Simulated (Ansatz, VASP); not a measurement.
Two plane-wave programs on GaP

```
Ga P
1.0
     0.00000    2.72783    2.72783
     2.72783    0.00000    2.72783
     2.72783    2.72783    0.00000
Ga P
1 1
Direct
  0.00000 0.00000 0.00000
  0.75000 0.75000 0.75000
```

Alike in both runs: task single point; functional PBE; k mesh 10 × 10 × 10; occupations gaussian, width 0.05 eV; no spin polarisation.

|  | VASP | Ansatz |
| --- | --- | --- |
| version | VASP 6.6.1 | Ansatz 0.2.0 |
| potentials or method | VASP PAW PBE potentials, release 64 (Ga_d, P), cutoff 520 eV | scalar-relativistic, plane waves, PAW |
| valence electrons in the cell | 18 | 18 |

VASP gave:

```
gap on the k mesh at the Fermi level (eV) : 1.61
least direct gap on the mesh (eV)         : 1.80
pressure (GPa)                            : 2.2
```

Q: Which values does Ansatz return?

A: gap on the k mesh at the Fermi level (eV): 1.61; least direct gap on the mesh (eV): 1.81; pressure (GPa): 2.3.
